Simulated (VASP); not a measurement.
# Ta (Im-3m) in VASP: a series of runs

The runs below take Ta through single point, with r2SCAN.

Everything below comes from runs of VASP 6.6.1. Logs are shortened: lines on timing, memory, paths and dates and some standing lists are left out, and cuts for length are marked.

### 1 The cell of the first run

Symmetry: Im-3m, No. 229, cubic system. The conventional cell has a = 3.216 Å, b = 3.216 Å, c = 3.216 Å, α = 90.00°, β = 90.00°, γ = 90.00°. Ta (site symmetry m-3m) has 14 Ta at 2.79 to 3.22 Å within 3.7 Å.

### 2 Single point, r2SCAN (volume scaled by 0.92)

Input file POSCAR:

```
Ta
1.0
   -1.6080387321      1.6080387321      1.6080387321
    1.6080387321     -1.6080387321      1.6080387321
    1.6080387321      1.6080387321     -1.6080387321
Ta
1
Direct
    0.0000000000      0.0000000000      0.0000000000
```

Input file INCAR.step1:

```
SYSTEM = Ta
PREC     = Accurate       ! precision mode
ENCUT    = 520            ! plane-wave cutoff, eV
ISMEAR   = -1             ! smearing method
SIGMA    = 0.1            ! smearing width, eV
LREAL    = .FALSE.        ! projectors in reciprocal space
LASPH    = .TRUE.         ! aspherical terms in the spheres
NELM     = 100            ! most SCF steps
NBANDS   = 12             ! bands
GGA      = PE             ! functional
ALGO     = Normal         ! electronic algorithm
EDIFF    = 1E-4           ! SCF threshold, eV
LWAVE    = .TRUE.         ! write WAVECAR
LCHARG   = .FALSE.        ! write CHGCAR
```

Input file INCAR.step2:

```
SYSTEM = Ta
PREC     = Accurate       ! precision mode
ENCUT    = 520            ! plane-wave cutoff, eV
EDIFF    = 1E-7           ! SCF threshold, eV
ISMEAR   = -1             ! smearing method
SIGMA    = 0.1            ! smearing width, eV
LREAL    = .FALSE.        ! projectors in reciprocal space
LASPH    = .TRUE.         ! aspherical terms in the spheres
NELM     = 100            ! most SCF steps
ALGO     = Normal         ! electronic algorithm
ISIF     = 2              ! what is computed and relaxed
LWAVE    = .FALSE.        ! write WAVECAR
LCHARG   = .FALSE.        ! write CHGCAR
METAGGA  = R2SCAN         ! meta-GGA
LMIXTAU  = .TRUE.       
NBANDS   = 12             ! bands
ISTART   = 1
```

Input file KPOINTS:

```
Automatic mesh
0
G
  22 22 22
  0 0 0
```

Potentials or basis: VASP PAW PBE potentials, release 64 (Ta_pv).

Launch:

```bash
> cat potpaw_PBE.64/Ta_pv/POTCAR > POTCAR
> cp INCAR.step1 INCAR
> mpirun -np 1 vasp_std > vasp.out
> cp INCAR.step2 INCAR
> mpirun -np 1 vasp_std > vasp.out
```

OUTCAR:

```text
SYSTEM = Ta
   PREC = Accurate
   ENCUT = 520
   EDIFF = 1E-7
   ISMEAR = -1
   LREAL = .FALSE.
   LASPH = .TRUE.
   NELM = 100
   ISIF = 2
   METAGGA = R2SCAN
   ISTART = 1

 ion  position               nearest neighbor table
   1  0.000  0.000  0.000-

  LATTYP: Found a body centered cubic cell.
 ALAT       =     3.2160774642

  Lattice vectors:

 A1 = (  -1.6080387321,   1.6080387321,   1.6080387321)
 A2 = (   1.6080387321,  -1.6080387321,   1.6080387321)
 A3 = (   1.6080387321,   1.6080387321,  -1.6080387321)

Analysis of symmetry for initial positions (statically):
=====================================================================
 Subroutine PRICEL returns:
 Original cell was already a primitive cell.

 Routine SETGRP: Setting up the symmetry group for a
 body centered cubic supercell.

 Subroutine GETGRP returns: Found 48 space group operations
 (whereof 48 operations were pure point group operations)
 out of a pool of 48 trial point group operations.

The static configuration has the point symmetry O_h .

Analysis of symmetry for dynamics (positions and initial velocities):
=====================================================================
 Subroutine PRICEL returns:
 Original cell was already a primitive cell.

 Routine SETGRP: Setting up the symmetry group for a
 body centered cubic supercell.

 Subroutine GETGRP returns: Found 48 space group operations
 (whereof 48 operations were pure point group operations)
 out of a pool of 48 trial point group operations.

The dynamic configuration has the point symmetry O_h .

 Subroutine INISYM returns: Found 48 space group operations
 (whereof 48 operations are pure point group operations),
 and found     1 'primitive' translations

----------------------------------------------------------------------------------------

                                     Primitive cell

  volume of cell :      16.6322

  direct lattice vectors                    reciprocal lattice vectors
    -1.608038732  1.608038732  1.608038732     0.000000000  0.310937784  0.310937784
     1.608038732 -1.608038732  1.608038732     0.310937784  0.000000000  0.310937784
     1.608038732  1.608038732 -1.608038732     0.310937784  0.310937784  0.000000000

  length of vectors
     2.785204785  2.785204785  2.785204785     0.439732431  0.439732431  0.439732431

  position of ions in fractional coordinates (direct lattice)
     0.000000000  0.000000000  0.000000000

[... 75 lines left out ...]
   EDIFF  = 0.1E-06   stopping-criterion for ELM
   LREAL  =      F    real-space projection
   EDIFFG = 0.1E-05   stopping-criterion for IOM
   NSW    =      0    number of steps for IOM
   IBRION =     -1    ionic relax: 0-MD 1-quasi-New 2-CG
   NFREE  =      0    steps in history (QN), initial steepest desc. (CG)
   ISIF   =      2    stress and relaxation
   ISYM   =      2    0-nonsym 1-usesym 2-fastsym
   POTIM  = 0.5000    time-step for ionic-motion
   TEBEG  =    0.0;   TEEND  =   0.0 temperature during run
   PSTRESS=    0.0 pullay stress
   NELECT =      11.0000    total number of electrons
   NUPDOWN=      -1.0000    fix difference up-down
   EMIN   =  10.00;   EMAX   =-10.00  energy-range for DOS
   EFERMI =   0.00;   METHOD = LEGACY
   ISMEAR =    -1;   SIGMA  =   0.10  broadening in eV -4-tet -1-fermi 0-gaus
   EFERMI_NEDOS =   21; number of points for ismear=-14 and -15
   IALGO  =     38    algorithm
   IMIX   =      4    mixing-type and parameters
     AMIX     =   0.40;   BMIX     =  1.00
     AMIX_MAG =   1.60;   BMIX_MAG =  1.00
  volume/ion in A,a.u.               =      16.63       112.24
  Fermi-wavevector in a.u.,A,eV,Ry     =   1.426338  2.695389 27.680251  2.034441
  Thomas-Fermi vector in A             =   2.546626
   LORBIT       =      0    0 simple, 1 ext, 2 COOP (PROOUT), +10 PAW based schemes
   METAGGA = R2SCAN    functional components
   LHFCALC =     F    Hartree Fock is set to
   AEXX    =    0.0000 exact exchange contribution
   IVDW    =     0    specifies the selected vdW correction
   LEPSILON=     F    determine dielectric tensor
   LRPA    =     F    only Hartree local field effects (RPA)
 non-spin polarized calculation
  energy-cutoff  :      520.00
  volume of cell :       16.63
 maximum number of plane-waves:       466
 NGX is ok and might be reduce to    24
   NGX = 11   NGY = 11   NGZ = 11

 number of electron      10.9999999 magnetization

 Free energy of the ion-electron system (eV)
  ---------------------------------------------------
  ext. energy  EPLUGINS =         0.00000000
  ---------------------------------------------------
  free energy    TOTEN  =       -48.51124228 eV

  energy without entropy =      -48.47280954  energy(sigma->0) =      -48.49202591

 E-fermi :   5.9920     XC(G=0): -14.2411

 val. band max:        5.9884884952   @ k =   0.1364   0.0909   0.0000
 cond. band min:       5.9935409993   @ k =  -0.2273   0.2273   0.1364
 fundamental gap:      0.0050525041
 Fermi energy:         5.9919672127

 k-point     1 :       0.0000    0.0000    0.0000
  band No.  band energies     occupation
      1     -27.8967      2.00000
      2     -27.8967      2.00000
      3     -27.8967      2.00000
      4      -2.6379      2.00000
      5       6.8207      0.00050
      6       6.8207      0.00050
      7       6.8207      0.00050
      8      10.5988      0.00000
      9      10.5988      0.00000
     10      18.4805      0.00000
     11      22.1522      0.00000
     12      22.1522      0.00000
[... 331 lines left out ...]
 k-point    24 :       0.1364    0.0909    0.0000
  band No.  band energies     occupation
      1     -28.4699      2.00000
      2     -28.0434      2.00000
      3     -27.9415      2.00000
      4      -0.8203      2.00000
      5       5.8428      1.63253
      6       5.9885      1.01739
      7       8.8365      0.00000
      8       9.4838      0.00000
      9      10.9064      0.00000
     10      18.4804      0.00000
     11      23.5032      0.00000
     12      24.5930      0.00000

 [... further k-points ...]
[... 5 lines left out ...]
  --------------------------------------------------------------------------------------
  -------------------------------------------------------------------------------------
  Total        2.1090855      2.1090855      2.1090855     -0.0000000      0.0000000      0.0000000
  in kB      203.1679762    203.1679762    203.1679762     -0.0000000      0.0000000      0.0000000
  external PRESSURE =     203.1679762 kB  Pullay stress =       0.0000000 kB

 VOLUME and BASIS-vectors are now :
 -----------------------------------------------------------------------------
  energy-cutoff  :      520.00
  volume of cell :       16.63
      direct lattice vectors                 reciprocal lattice vectors
    -1.608038732  1.608038732  1.608038732     0.000000000  0.310937784  0.310937784
     1.608038732 -1.608038732  1.608038732     0.310937784  0.000000000  0.310937784
     1.608038732  1.608038732 -1.608038732     0.310937784  0.310937784  0.000000000

 POSITION                                       TOTAL-FORCE (eV/Angst)
 -----------------------------------------------------------------------------------
      0.00000      0.00000      0.00000         0.000000      0.000000     -0.000000
 -----------------------------------------------------------------------------------
    total drift:                                0.000000      0.000000     -0.000000

  FREE ENERGIE OF THE ION-ELECTRON SYSTEM (eV)
  ---------------------------------------------------
  free  energy   TOTEN  =       -48.5112422759 eV

  energy  without entropy=      -48.4728095413  energy(sigma->0) =      -48.49202591
```

OUTCAR.step1:

```text
SYSTEM = Ta
   PREC = Accurate
   ENCUT = 520
   ISMEAR = -1
   LREAL = .FALSE.
   LASPH = .TRUE.
[... 577 lines left out ...]
 -----------------------------------------------------------------------------------
      0.00000      0.00000      0.00000        -0.000000      0.000000     -0.000000
 -----------------------------------------------------------------------------------
    total drift:                                0.000000      0.000000     -0.000000

  FREE ENERGIE OF THE ION-ELECTRON SYSTEM (eV)
  ---------------------------------------------------
  free  energy   TOTEN  =       -11.7244853894 eV

  energy  without entropy=      -11.6844021742  energy(sigma->0) =      -11.70444378
```

Run time: 75 s. Hardware: 1 thread of Intel Xeon 6975P-C (Granite Rapids), shared host; peak memory 0.2 GiB.

What came out:

```yaml
Free_energy: -48.5112 eV
Pressure: 20.3 GPa
```

Caveat: the PAW data sets were made with another functional, which shifts forces and pressure a little; spin-orbit coupling is left out, which moves the levels of the heavy elements.

### 3 Single point, r2SCAN (volume scaled by 0.96)

Input file POSCAR:

```
Ta
1.0
   -1.6310138180      1.6310138180      1.6310138180
    1.6310138180     -1.6310138180      1.6310138180
    1.6310138180      1.6310138180     -1.6310138180
Ta
1
Direct
    0.0000000000      0.0000000000      0.0000000000
```

Input file INCAR.step1:

```
SYSTEM = Ta
PREC = Accurate
ENCUT = 520
ISMEAR = -1
SIGMA = 0.1
LREAL = .FALSE.
LASPH = .TRUE.
NELM = 80
NBANDS = 12
GGA = PE
ALGO = Normal
EDIFF = 1E-4
LWAVE = .TRUE.
LCHARG = .FALSE.
```

Input file INCAR.step2:

```
SYSTEM = Ta
PREC = Accurate
ENCUT = 520
EDIFF = 1E-6
ISMEAR = -1
SIGMA = 0.1
LREAL = .FALSE.
LASPH = .TRUE.
NELM = 80
ALGO = Normal
ISIF = 2
LWAVE = .FALSE.
LCHARG = .FALSE.
METAGGA = R2SCAN
LMIXTAU = .TRUE.
NBANDS = 12
ISTART = 1
```

KPOINTS is that of step 2.

Potentials or basis: VASP PAW PBE potentials, release 64 (Ta_pv).

Launch:

```bash
> cat potpaw_PBE.64/Ta_pv/POTCAR > POTCAR
> cp INCAR.step1 INCAR
> mpirun -np 1 vasp_std > vasp.out
> cp INCAR.step2 INCAR
> mpirun -np 1 vasp_std > vasp.out
```

It took 65 s on 1 thread of Intel Xeon 6975P-C (Granite Rapids), shared host; peak memory 0.19 GiB.

Results (log left out):

```yaml
Free_energy: -48.5781 eV
Pressure: 9.6 GPa
```

Levels at points of the mesh, in eV from the Fermi level:
```tsv
k point	band 4	band 5	band 6	band 7	band 8	band 9
(0.00, 0.00, 0.00)	-8.47	0.84	0.84	0.84	4.46	4.46
(0.50, 0.00, 0.00)	-4.74	-1.69	1.65	4.36	5.47	8.46
(0.50, 0.50, 0.50)	-4.19	-4.19	7.42	7.42	7.42	9.38
```

Caveat: the PAW data sets were made with another functional, which shifts forces and pressure a little; spin-orbit coupling is left out, which moves the levels of the heavy elements.
